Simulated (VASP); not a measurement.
**ZnO (zincite): single point with revPBE**

The system is ZnO (zincite).

```
CELL_PARAMETERS angstrom
3.20539 0.00000 0.00000
-1.60270 2.77595 0.00000
0.00000 0.00000 5.13535
ATOMIC_POSITIONS crystal
Zn 0.66667 0.33333 0.00000
Zn 0.33333 0.66667 0.50000
O 0.33333 0.66667 0.87901
O 0.66667 0.33333 0.37901
```

* Program: VASP 6.6.1
* Task: single point
* Functional: revPBE
* Potentials or basis: VASP PAW PBE potentials, release 64 (Zn, O)
* Cutoff: 520 eV
* k mesh: 9 × 9 × 5
* Occupations: fermi-dirac, width 0.05 eV
* Spin: no spin polarisation

```yaml
Pressure: 16.5 GPa
Largest_force: 0.094 eV/Å
Band_gap_on_the_k_mesh: 0.91 eV, direct
```

Forces on the atoms (eV/Å):
```
Zn   0.000  0.000 -0.094
Zn   0.000  0.000 -0.094
O    0.000  0.000  0.094
O    0.000  0.000  0.094
```

Stress tensor (GPa, compression positive):
```
15.86  0.00  0.00
 0.00 15.86  0.00
 0.00  0.00 17.80
```

Levels at points of the mesh, in eV from the valence-band top:
| k point | band 15 | band 16 | band 17 | band 18 | band 19 | band 20 | band 21 | band 22 |
| --- | --- | --- | --- | --- | --- | --- | --- | --- |
| (0.00, 0.00, 0.00) | -0.86 | -0.08 | 0.00 | 0.00 | 0.91 | 5.43 | 8.48 | 13.13 |

Wall time 35 s on 1 thread of Intel(R) Xeon(R) Platinum 8259CL CPU @ 2.50GHz (Skylake/Cascade Lake), on a shared host, peak memory 0.18 GiB.

Caveat: the PAW data sets were made with another functional, which shifts forces and pressure a little. revPBE gaps usually lie below the measured ones, often by a third to a half.
